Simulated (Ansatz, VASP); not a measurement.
## Two plane-wave programs on ZnAu

The input INCAR:

```
SYSTEM = ZnAu
PREC = Accurate
ENCUT = 520
EDIFF = 1E-6
ISMEAR = 0
SIGMA = 0.1
LREAL = .False.
LASPH = .True.
NELM = 80
ALGO = Fast
ISIF = 2
LWAVE = .False.
LCHARG = .False.
GGA = PS
NBANDS = 18
```

The input KPOINTS:

```
regular mesh
0
Gamma
  12 12 12
  0 0 0
```

File POSCAR:

```
ZnAu
1.0
    3.2357454000      0.1888200000      0.1888200000
    0.1888200000      3.2357454000      0.1888200000
    0.1888200000      0.1888200000      3.2357454000
Zn Au
1 1
Direct
    0.5000000000      0.5000000000      0.5000000000
    0.0000000000      0.0000000000      0.0000000000
```

Input for Ansatz:

```yaml
crystal:
  lattice:
    - [3.2357454, 0.18882, 0.18882]
    - [0.18882, 3.2357454, 0.18882]
    - [0.18882, 0.18882, 3.2357454]
  atoms:
    - { symbol: Zn, position: [0.5, 0.5, 0.5] }
    - { symbol: Au, position: [0.0, 0.0, 0.0] }
basis:
  ecutwfc: 420
kpoints:
  mp_grid: { grid: [12, 12, 12] }
hamiltonian:
  xc: pbesol
scf:
  occupations: { method: gaussian, width: 0.1 }
output:
  forces: true
  stress: true
  eigenvalues: true
```

Alike in both runs: task single point; functional PBEsol; k mesh 12 × 12 × 12; occupations gaussian, width 0.1 eV; no spin polarisation.

|  | VASP | Ansatz |
| --- | --- | --- |
| version | VASP 6.6.1 | Ansatz 0.2.0 |
| potentials or method | VASP PAW PBE potentials, release 64 (Zn, Au), cutoff 520 eV | scalar-relativistic, plane waves, PAW |
| valence electrons in the cell | 23 | 31 |

VASP gave:

* gap on the k mesh at the Fermi level (eV): none
* pressure (GPa): -6.9
* traceless stress, the component that is largest in VASP (GPa): -1.82

Problem. Estimate Ansatz's values.

Solution. gap on the k mesh at the Fermi level (eV): none; pressure (GPa): -7.2; traceless stress, the component that is largest in VASP (GPa): -1.77.

VASP's potentials were made for PBE, not for PBEsol. A gap of «none» marks a metal or a gap that the smearing closes. VASP's potentials hold 23 valence electrons a cell and Ansatz's 31, so a difference there can come from the potentials and not from the codes.

Neither program's run includes spin-orbit coupling.
